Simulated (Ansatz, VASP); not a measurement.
**One calculation of CsBa3, two programs**

Contents of INCAR:

```
SYSTEM = CsBa3
  PREC = Accurate
  ENCUT = 520
  EDIFF = 1E-6
  ISMEAR = -1
  SIGMA = 0.1
  LREAL = .False.
  LASPH = .True.
  NELM = 60
  ALGO = Normal
  ISIF = 2
  LWAVE = .False.
  LCHARG = .False.
  GGA = PE
  NBANDS = 28
```

The input KPOINTS:

```
regular mesh
0
Gamma
  3 3 3
  0 0 0
```

Contents of POSCAR:

```
CsBa3
1.0
    6.6043710000      0.0000000000      0.0000000000
    0.0000000000      6.6043710000      0.0000000000
    0.0000000000      0.0000000000      6.6043710000
Cs Ba
1 3
Direct
    0.0000000000      0.0000000000      0.0000000000
    0.0000000000      0.5000000000      0.5000000000
    0.5000000000      0.0000000000      0.5000000000
    0.5000000000      0.5000000000      0.0000000000
```

Input for Ansatz:

```yaml
crystal:
  lattice:
    - [6.604371, 0.0, 0.0]
    - [0.0, 6.604371, 0.0]
    - [0.0, 0.0, 6.604371]
  atoms:
    - { symbol: Cs, position: [0.0, 0.0, 0.0] }
    - { symbol: Ba, position: [0.0, 0.5, 0.5] }
    - { symbol: Ba, position: [0.5, 0.0, 0.5] }
    - { symbol: Ba, position: [0.5, 0.5, 0.0] }
kpoints:
  mp_grid:
    grid: [3, 3, 3]
hamiltonian:
  xc: pbe
scf:
  occupations:
    method: fermi_dirac
    width: 0.1
output:
  stress: true
```

Alike in both runs: task single point; functional PBE; k mesh 3 × 3 × 3; occupations fermi-dirac, width 0.1 eV; no spin polarisation.

```csv
,VASP,Ansatz
version,VASP 6.6.1,Ansatz 0.2.0
potentials or method,"VASP PAW PBE potentials, release 64 (Cs_sv, Ba_sv)","plane waves, PAW"
plane-wave cutoff (eV),520,420
valence electrons in the cell,39,39
```

```tsv
	VASP	Ansatz	Ansatz less VASP
pressure (GPa)	0.1	0.1	-0.01
```

Neither program's run includes spin-orbit coupling.
